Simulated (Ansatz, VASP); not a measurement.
**Two plane-wave programs on Si2C**

File INCAR:

```
PREC = Accurate
ENCUT = 520
EDIFF = 1E-6
ISMEAR = 0
SIGMA = 0.1
LREAL = F
LASPH = T
NELM = 150
ALGO = Normal
ISIF = 2
LWAVE = F
LCHARG = T
ISPIN = 2
MAGMOM = 0 0 0 0 1 1
LORBIT = 11
GGA = PE
LELF = T
LVHAR = T
NBANDS = 25
```

Contents of KPOINTS:

```
Automatic mesh
0
Gamma
  6 6 2
```

Contents of POSCAR:

```
Si2C
1.0
    3.6814050100      0.0000000000      0.0000000000
   -1.8407025000      3.1881902600      0.0000000000
    0.0000000000      0.0000000000      7.5236202100
Si C
4 2
Direct
    0.5000000000      0.0000000000      0.5000000000
    0.0000000000      0.5000000000      0.5000000000
    0.5000000000      0.5000000000      0.5000000000
    0.0000000000      0.0000000000      0.0000000000
    0.0000000000      0.0000000000      0.1832895100
    0.0000000000      0.0000000000      0.8167104900
```

Input for Ansatz:

```yaml
crystal:
  lattice:
    - [3.68140501, 0.0, 0.0]
    - [-1.8407025, 3.18819026, 0.0]
    - [0.0, 0.0, 7.52362021]
  atoms:
    - { symbol: Si, position: [0.5, 0.0, 0.5] }
    - { symbol: Si, position: [0.0, 0.5, 0.5] }
    - { symbol: Si, position: [0.5, 0.5, 0.5] }
    - { symbol: Si, position: [0.0, 0.0, 0.0] }
    - { symbol: C, position: [0.0, 0.0, 0.18328951], spin: 1.0 }
    - { symbol: C, position: [0.0, 0.0, 0.81671049], spin: 1.0 }
basis:
  ecutwfc: 420
kpoints:
  mp_grid: { grid: [6, 6, 2] }
hamiltonian:
  xc: pbe
scf:
  occupations: { method: gaussian, width: 0.1 }
  lower_state_search: "off"
output:
  forces: true
  stress: true
  eigenvalues: true
  populations: true
magnetization:
  spin_polarized: true
```

Alike in both runs: task single point; functional PBE; k mesh 6 × 6 × 2; occupations gaussian, width 0.1 eV; collinear spin.

```csv
,VASP,Ansatz
version,VASP 6.6.1,Ansatz 0.2.0
potentials or method,"VASP PAW PBE potentials, release 64 (Si, C), cutoff 520 eV","scalar-relativistic, plane waves, PAW"
valence electrons in the cell,24,24
```

VASP gave:

- gap on the k mesh at the Fermi level (eV): none
- rms of the force components (eV/Å): 8.361
- net moment per atom (μB): 0.21
- size of the moment on the site where the two differ most (μB): 0.35

Q: Which values does Ansatz return?

A: gap on the k mesh at the Fermi level (eV): none; rms of the force components (eV/Å): 8.480; net moment per atom (μB): 0.21; size of the moment on the site where the two differ most (μB): 0.23.

Site moments also hang on the region over which each program counts them. Atom by atom the forces differ by 0.119 eV/Å (rms over components). A gap of «none» marks a metal or a gap that the smearing closes.

The k mesh is coarse, so the values compare programs but aren't converged.
